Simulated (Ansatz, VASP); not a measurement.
Two plane-wave programs on Rb

Contents of POSCAR:

```
Rb
1.0
    4.5550698096      0.0000000000      0.0000000000
    0.0000000000      4.5550698096      0.0000000000
    0.0000000000      0.0000000000      4.5550698096
Rb
1
Direct
    0.0000000000      0.0000000000      0.0000000000
```

File INCAR.step1:

```
SYSTEM = Rb
PREC = Accurate ; ENCUT = 520
ISMEAR = 0 ; SIGMA = 0.1
LREAL = .FALSE. ; LASPH = .TRUE.
NELM = 80 ; NBANDS = 10
GGA = PE ; ALGO = Normal
EDIFF = 1E-4 ; LWAVE = .TRUE.
LCHARG = .FALSE.
```

INCAR.step2

```
SYSTEM = Rb
PREC = Accurate ; ENCUT = 520
EDIFF = 1E-6 ; ISMEAR = 0
SIGMA = 0.1 ; LREAL = .FALSE.
LASPH = .TRUE. ; NELM = 80
ALGO = Normal ; ISIF = 2
LWAVE = .FALSE. ; LCHARG = .FALSE.
METAGGA = R2SCAN ; LMIXTAU = .TRUE.
NBANDS = 10 ; ISTART = 1
```

Contents of KPOINTS:

```
regular mesh
0
G
  4 4 4
  0 0 0
```

Input for Ansatz:

```yaml
crystal:
  lattice:
    - [4.5550698096, 0.0, 0.0]
    - [0.0, 4.5550698096, 0.0]
    - [0.0, 0.0, 4.5550698096]
  atoms:
    - { symbol: Rb, position: [0.0, 0.0, 0.0] }
basis:
  ecutwfc: 500
kpoints:
  mp_grid: { grid: [4, 4, 4] }
hamiltonian:
  xc: r2scan
scf:
  occupations: { method: gaussian, width: 0.1 }
  lower_state_search: "off"
output:
  forces: true
  stress: true
  eigenvalues: true
```

Alike in both runs: task single point; functional r2SCAN; k mesh 4 × 4 × 4; occupations gaussian, width 0.1 eV; no spin polarisation.

```csv
,VASP,Ansatz
version,VASP 6.6.1,Ansatz 0.2.0
potentials or method,"VASP PAW PBE potentials, release 64 (Rb_sv), cutoff 520 eV","scalar-relativistic, plane waves, PAW"
valence electrons in the cell,9,9
```

|  | VASP | Ansatz | Ansatz less VASP |
| --- | --- | --- | --- |
| gap on the k mesh at the Fermi level (eV) | none | none | - |
| pressure (GPa) | 0.1 | 0.1 | -0.01 |

VASP's potentials were made for PBE, not for r2SCAN. A gap of «none» marks a metal or a gap that the smearing closes.
